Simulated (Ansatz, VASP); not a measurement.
**Mg2C3 in VASP and in Ansatz**

POSCAR

```
Mg2C3
1.0
    2.4063201191     -2.3426107354     -0.0056849748
    2.4063201191      2.3426107354     -0.0056849748
   -1.2337819514      0.0000000000      4.8699367886
Mg C
2 3
Direct
    0.8094807413      0.8094807413      0.1980806852
    0.1905192587      0.1905192587      0.8019193148
    0.3021865357      0.3021865357      0.2622175095
    0.6978134643      0.6978134643      0.7377824905
    0.5000000000      0.5000000000      0.5000000000
```

INCAR.step1

```
  PREC = Accurate
  ENCUT = 520
  EDIFF = 1E-5
  ISMEAR = 0
  SIGMA = 0.05
  LREAL = F
  LASPH = T
  NELM = 100
  ALGO = Normal
  ISIF = 2
  LWAVE = T
  LCHARG = F
  GGA = PE
  NBANDS = 16
```

File INCAR.step2:

```
  PREC = Accurate
  ENCUT = 520
  EDIFF = 1E-6
  ISMEAR = 0
  SIGMA = 0.05
  LREAL = F
  LASPH = T
  NELM = 100
  ALGO = Normal
  ISIF = 2
  LWAVE = F
  LCHARG = F
  GGA = PE
  LHFCALC = T
  AEXX = 0.25
  HFSCREEN = 0.1
  PRECFOCK = Fast
  ISTART = 1
  NBANDS = 16
```

Contents of KPOINTS:

```
Automatic mesh
0
Gamma
  4 4 4
```

Input for Ansatz:

```yaml
crystal:
  lattice:
    - [2.4063201191, -2.3426107354, -0.0056849748]
    - [2.4063201191, 2.3426107354, -0.0056849748]
    - [-1.2337819514, 0.0, 4.8699367886]
  atoms:
    - { symbol: Mg, position: [0.8094807413, 0.8094807413, 0.1980806852] }
    - { symbol: Mg, position: [0.1905192587, 0.1905192587, 0.8019193148] }
    - { symbol: C, position: [0.3021865357, 0.3021865357, 0.2622175095] }
    - { symbol: C, position: [0.6978134643, 0.6978134643, 0.7377824905] }
    - { symbol: C, position: [0.5, 0.5, 0.5] }
basis:
  ecutwfc: 420
  ecutrho_ratio: 4
kpoints:
  mp_grid: { grid: [4, 4, 4] }
hamiltonian:
  xc: { preset: hse06, exx: { coeff: 0.25, omega: 0.1 } }
scf:
  occupations: { method: gaussian, width: 0.05 }
  n_extra_bands: 13
output:
  forces: true
  stress: true
  eigenvalues: true
  populations: true
  dos: { projected: true, de: 0.02 }
  write_density: true
  write_potential: true
  elf: true
  volumetric_format: npy
```

Alike in both runs: task single point; functional PBE-based screened hybrid; k mesh 4 × 4 × 4; occupations gaussian, width 0.05 eV; no spin polarisation.

|  | VASP | Ansatz |
| --- | --- | --- |
| version | VASP 6.6.1 | Ansatz 0.2.0 |
| potentials or method | VASP PAW PBE potentials, release 64 (Mg, C), cutoff 520 eV | scalar-relativistic, plane waves, PAW |
| valence electrons in the cell | 16 | 32 |

Ansatz gave:

* gap on the k mesh at the Fermi level (eV): 2.68
* least direct gap on the mesh (eV): 3.42
* pressure (GPa): -3.1
* traceless stress, the component that is largest in VASP (GPa): -2.45
* rms of the force components (eV/Å): 0.243

Task: Which values does VASP return?

Result: gap on the k mesh at the Fermi level (eV): 2.69; least direct gap on the mesh (eV): 3.42; pressure (GPa): -3.2; traceless stress, the component that is largest in VASP (GPa): -2.13; rms of the force components (eV/Å): 0.213.

VASP's potentials were made for PBE, not for PBE-based screened hybrid. Atom by atom the forces differ by 0.030 eV/Å (rms over components). VASP's potentials hold 16 valence electrons a cell and Ansatz's 32, so a difference there can come from the potentials and not from the codes. Ansatz's warnings: stress exchange threshold loose, stress scf threshold loose.

The k mesh is coarse, so the values compare programs but aren't converged.
